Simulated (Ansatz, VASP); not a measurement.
Te2Mo: VASP beside Ansatz

Contents of INCAR:

```
SYSTEM = Te2Mo
PREC = Accurate
ENCUT = 520
EDIFF = 1E-7
ISMEAR = 0
SIGMA = 0.05
LREAL = .False.
LASPH = .True.
NELM = 100
ALGO = Normal
ISIF = 2
LWAVE = .False.
LCHARG = .True.
LDIPOL = .True.
IDIPOL = 3
DIPOL = 0.5 0.5 0.398
GGA = PE
IVDW = 12
LELF = .True.
LVHAR = .True.
LVACPOTAV = .True.
NBANDS = 35
```

KPOINTS

```
regular mesh
0
Gamma
  9 9 1
  0 0 0
```

Contents of POSCAR:

```
Te2Mo
1.0
    3.5038817216      0.0000000000      0.0000000000
   -1.7519408608      3.0344505828      0.0000000000
    0.0000000000      0.0000000000     24.7677194079
Te Mo
4 2
Direct
    0.3333333333      0.6666666667      0.1816881048
    0.3333333333      0.6666666667      0.3284056788
    0.3333333333      0.6666666667      0.4668923898
    0.3333333333      0.6666666667      0.6136099637
    0.6666666667      0.3333333333      0.2550468918
    0.0000000000      1.0000000000      0.5402511768
```

Input for Ansatz:

```yaml
crystal:
  lattice:
    - [3.5038817216, 0.0, 0.0]
    - [-1.7519408608, 3.0344505828, 0.0]
    - [0.0, 0.0, 24.7677194079]
  atoms:
    - { symbol: Te, position: [0.3333333333, 0.6666666667, 0.1816881048] }
    - { symbol: Mo, position: [0.6666666667, 0.3333333333, 0.2550468918] }
    - { symbol: Te, position: [0.3333333333, 0.6666666667, 0.3284056788] }
    - { symbol: Te, position: [0.3333333333, 0.6666666667, 0.4668923898] }
    - { symbol: Mo, position: [0.0, 1.0, 0.5402511768] }
    - { symbol: Te, position: [0.3333333333, 0.6666666667, 0.6136099637] }
basis:
  ecutwfc: 420
kpoints:
  mp_grid: { grid: [9, 9, 1] }
hamiltonian:
  xc: pbe
  pseudopotentials: { kind: paw, azcp: { folder: soft_1 } }
  dispersion: d3bj
scf:
  occupations: { method: gaussian, width: 0.05 }
output:
  forces: true
  eigenvalues: true
efield:
  axis: 3
  dipole_correction: true
  ramp_width: 0.04
```

Alike in both runs: task single point; functional PBE; dispersion D3(BJ); k mesh 9 × 9 × 1; occupations gaussian, width 0.05 eV; no spin polarisation.

|  | VASP | Ansatz |
| --- | --- | --- |
| version | VASP 6.6.1 | Ansatz 0.2.0 |
| potentials or method | VASP PAW PBE potentials, release 64 (Te, Mo_sv), cutoff 520 eV | scalar-relativistic, plane waves, PAW |
| valence electrons in the cell | 52 | 92 |

```tsv
	VASP	Ansatz	Ansatz less VASP
gap on the k mesh at the Fermi level (eV)	0.96	0.96	+0.005
least direct gap on the mesh (eV)	1.19	1.19	0.000
rms of the force components (eV/Å)	0.156	0.161	+0.0052
```

VASP's potentials hold 52 valence electrons a cell and Ansatz's 92, so a difference there can come from the potentials and not from the codes.

Spin-orbit coupling is off throughout.
